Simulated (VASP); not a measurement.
Set up this calculation in VASP 6.6.1, as the native input.

```
Task                   : electric field gradients
Functional             : PBEsol
Potentials or basis    : VASP PAW PBE potentials, release 64 (Ga_d)
Cutoff                 : 520 eV
k mesh                 : 9 × 9 × 8
Occupations            : fermi-dirac, width 0.05 eV
Spin                   : no spin polarisation
Dipole correction      : no
Further INCAR settings : ALGO = Normal; EDIFF = 1e-08; NBANDS = 34
```

The structure of Ga lies in POSCAR:

```
Ga
1.0
    2.2850290614     -3.8727005052      0.0000000000
    2.2850290614      3.8727005052      0.0000000000
    0.0000000000      0.0000000000      4.5761370792
Ga
4
Direct
    0.1525000000      0.8475000000      0.0785000000
    0.6525000000      0.3475000000      0.4215000000
    0.8475000000      0.1525000000      0.9215000000
    0.3475000000      0.6525000000      0.5785000000
```

This cell differs from its parent crystal: volume scaled by 1.04.

The input as run:

INCAR

```
SYSTEM = Ga
PREC = Accurate
ENCUT = 520
EDIFF = 1E-8
ISMEAR = -1
SIGMA = 0.05
LREAL = .False.
LASPH = .True.
NELM = 100
ALGO = Normal
ISIF = 2
LWAVE = .False.
LCHARG = .False.
GGA = PS
LEFG = .True.
NBANDS = 34
```

KPOINTS

```
regular mesh
0
Gamma
  9 9 8
  0 0 0
```

Potentials or basis: VASP PAW PBE potentials, release 64 (Ga_d).

Launch:

```sh
$ cat potpaw_PBE.64/Ga_d/POTCAR > POTCAR
$ mpirun -np 1 vasp_std > vasp.out
```

Results of the run:

```
Pressure               : -3.1 GPa
Largest force          : 0.413 eV/Å
Band gap on the k mesh : zero (band 26 reaches 5.02 eV, above the bottom of band 27 at 3.75 eV)
```

Caveat: without QUAD_EFG the Cq values of the log hold for a quadrupole moment of 1 mb, not for the nuclei; the PAW data sets were made with another functional, which shifts forces and pressure a little.

Run time: 16 min on 1 thread of AMD EPYC 7R13 (shared host), peak memory 0.34 GiB.
